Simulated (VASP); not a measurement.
Input of a VASP 6.6.1 run:

Contents of INCAR:

```
SYSTEM = Au
PREC = Accurate
ENCUT = 520
EDIFF = 1E-6
ISMEAR = -1
SIGMA = 0.03
LREAL = .False.
LASPH = .True.
NELM = 60
ALGO = Normal
ISIF = 2
LWAVE = .False.
LCHARG = .False.
GGA = PE
NBANDS = 18
```

KPOINTS

```
Automatic mesh
0
Gamma
  14 14 8
  0 0 0
```

File POSCAR:

```
Au
1.0
    2.8419984422      0.0000000000      0.0000000000
   -1.4209992211      2.4612428485      0.0000000000
    0.0000000000      0.0000000000      4.8800000000
Au
2
Direct
    0.3333333333      0.6666666667      0.7500000000
    0.6666666667      0.3333333333      0.2500000000
```

Potentials or basis: VASP PAW PBE potentials, release 64 (Au).

Launch:

```bash
$ cat potpaw_PBE.64/Au/POTCAR > POTCAR
$ mpirun -np 1 vasp_std > vasp.out
```

**Question.** What does it give for the band gap on the k mesh?

**Answer.** Zero (band 11 reaches 13.45 eV, above the bottom of band 12 at 6.79 eV).

**Question.** Predict the pressure.

**Answer.** 8.6 GPa.

Stress tensor (GPa, compression positive):
```
9.32 0.00 0.00
0.00 9.32 0.00
0.00 0.00 7.16
```

Caveat: the cell differs from its parent crystal (equal xx and yy strain of -2 %); spin-orbit coupling is left out, which moves the levels of the heavy elements.
